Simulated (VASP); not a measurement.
Wanted: the native input for a VASP 6.6.1 run.

| Item | Value |
| --- | --- |
| Task | relaxation of the atoms |
| Functional | LDA |
| Potentials or basis | VASP PAW LDA potentials, release 64 (W_sv, Se) |
| Cutoff | 450 eV |
| k mesh | 10 × 10 × 3 |
| Occupations | gaussian, width 0.01 eV |
| Spin | no spin polarisation |
| Dipole correction | no |
| Further INCAR settings | ALGO = Normal; EDIFF = 1e-07; IBRION = 2; EDIFFG = -0.003; NSW = 80 |

The structure of WSe2 lies in POSCAR:

```
WSe2
1.0
    3.2820020026      0.0000000000      0.0000000000
   -1.6410010013      2.8422971095      0.0000000000
    0.0000000000      0.0000000000     12.9600000000
W Se
2 4
Direct
    0.3333333333      0.6666666667      0.2500000000
    0.6666666667      0.3333333333      0.7500000000
    0.3333333333      0.6666666667      0.6211000000
    0.6666666667      0.3333333333      0.1211000000
    0.3333333333      0.6666666667      0.8789000000
    0.6666666667      0.3333333333      0.3789000000
```

The input as run:

INCAR

```
PREC     = Accurate       # precision mode
ENCUT    = 450            # plane-wave cutoff, eV
EDIFF    = 1E-7           # SCF threshold, eV
ISMEAR   = 0              # smearing method
SIGMA    = 0.01           # smearing width, eV
LREAL    = False          # projectors in reciprocal space
LASPH    = True           # aspherical terms in the spheres
NELM     = 120            # most SCF steps
ALGO     = Normal         # electronic algorithm
ISIF     = 2              # what is computed and relaxed
LWAVE    = False          # write WAVECAR
LCHARG   = False          # write CHGCAR
GGA      = CA             # functional
IBRION   = 2              # ionic algorithm
NSW      = 80             # ionic steps
EDIFFG   = -0.003         # ionic threshold
GGA_COMPAT= False        
NELMIN   = 4
```

KPOINTS

```
regular mesh
0
Gamma
  10 10 3
```

Potentials or basis: VASP PAW LDA potentials, release 64 (W_sv, Se).

Run with:

```console
$ cat potpaw_LDA.64/W_sv/POTCAR potpaw_LDA.64/Se/POTCAR > POTCAR
$ mpirun -np 1 vasp_std > vasp.out
```

Results of the run:

```
Energy gained by relaxing : 0.5 meV/atom
Ionic steps               : 3
Pressure after relaxing   : -1.6 GPa
Band gap on the k mesh    : 0.94 eV, indirect (least direct gap 1.79 eV)
```

Caveat: spin-orbit coupling is left out, which moves the levels of the heavy elements.

Wall time 2.2 min on 1 thread of Intel Xeon 6975P-C, with other jobs on the host, peak memory 0.23 GiB.
